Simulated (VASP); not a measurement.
Wanted: the native input for a VASP 6.6.1 run.

* Task: single point
* Functional: r2SCAN
* Potentials or basis: VASP PAW PBE potentials, release 64 (Al)
* Cutoff: 520 eV
* k mesh: 10 × 10 × 10
* Occupations: methfessel-paxton, width 0.1 eV
* Spin: no spin polarisation
* Dipole correction: no
* Further INCAR settings: ALGO = Normal; EDIFF = 1e-07; NBANDS = 8

Crystal: Al.

```
CELL_PARAMETERS angstrom
1.50555 1.50555 1.50555
-1.50555 1.50555 1.50555
-1.50555 -1.50555 1.50555
ATOMIC_POSITIONS crystal
Al 0.00000 0.00000 0.00000
```

The input as run:

POSCAR

```
Al
1.0
    1.5055544599      1.5055544599      1.5055544599
   -1.5055544599      1.5055544599      1.5055544599
   -1.5055544599     -1.5055544599      1.5055544599
Al
1
Direct
    0.0000000000      0.0000000000      0.0000000000
```

INCAR.step1

```
SYSTEM = Al
PREC = Accurate ; ENCUT = 520
ISMEAR = 1 ; SIGMA = 0.1
LREAL = .False. ; LASPH = .True.
NELM = 60 ; NBANDS = 8
GGA = PE ; ALGO = Normal
EDIFF = 1E-4 ; LWAVE = .True.
LCHARG = .False.
```

INCAR.step2

```
SYSTEM = Al
PREC = Accurate ; ENCUT = 520
EDIFF = 1E-7 ; ISMEAR = 1
SIGMA = 0.1 ; LREAL = .False.
LASPH = .True. ; NELM = 60
ALGO = Normal ; ISIF = 2
LWAVE = .False. ; LCHARG = .True.
METAGGA = R2SCAN ; LMIXTAU = .True.
LELF = .True. ; LVHAR = .True.
NBANDS = 8 ; ISTART = 1
```

KPOINTS

```
Automatic mesh
0
Gamma
  10 10 10
  0 0 0
```

Potentials or basis: VASP PAW PBE potentials, release 64 (Al).

The run is started by

```console
$ cat potpaw_PBE.64/Al/POTCAR > POTCAR
$ cp INCAR.step1 INCAR
$ mpirun -np 1 vasp_std > vasp.out
$ cp INCAR.step2 INCAR
$ mpirun -np 1 vasp_std > vasp.out
```

Results of the run:

```json
{
  "Pressure": "19.4 GPa"
}
```

Caveat: the PAW data sets were made with another functional, which shifts forces and pressure a little.

Wall time 11 s on 1 thread of Intel(R) Xeon(R) 6975P-C (Granite Rapids) (shared host), peak memory 0.12 GiB.
